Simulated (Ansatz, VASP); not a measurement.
## Y: VASP beside Ansatz

```
CELL_PARAMETERS angstrom
-1.44076 1.44076 1.44076
1.44076 -1.44076 1.44076
1.44076 1.44076 -1.44076
ATOMIC_POSITIONS crystal
Y 0.00000 0.00000 0.00000
```

Change from the starting cell: volume scaled by 0.4, PAW files.

Alike in both runs: task single point; functional LDA; k mesh 14 × 14 × 14; occupations fermi-dirac, width 0.05 eV; no spin polarisation.

|  | VASP | Ansatz |
| --- | --- | --- |
| version | VASP 6.6.1 | Ansatz 0.2.0 |
| potentials or method | VASP PAW LDA potentials, release 64 (Y_sv) | PAW with Ansatz's default frozen-core files, scalar-relativistic |
| plane-wave cutoff (eV) | 520 | 420 |
| valence electrons in the cell | 11 | 11 |

VASP gave:

| Item | Value |
| --- | --- |
| pressure (GPa) | 167.4 |

What did Ansatz give for the same quantities?

Pressure (GPa): 164.8.

LDA's correlation is that of Perdew and Zunger in VASP and of Perdew and Wang (1992) in Ansatz. Both programs put the cell under a high pressure, so it lies far from rest at this level.

Noted on VASP's run: the cell as given lies far from equilibrium.
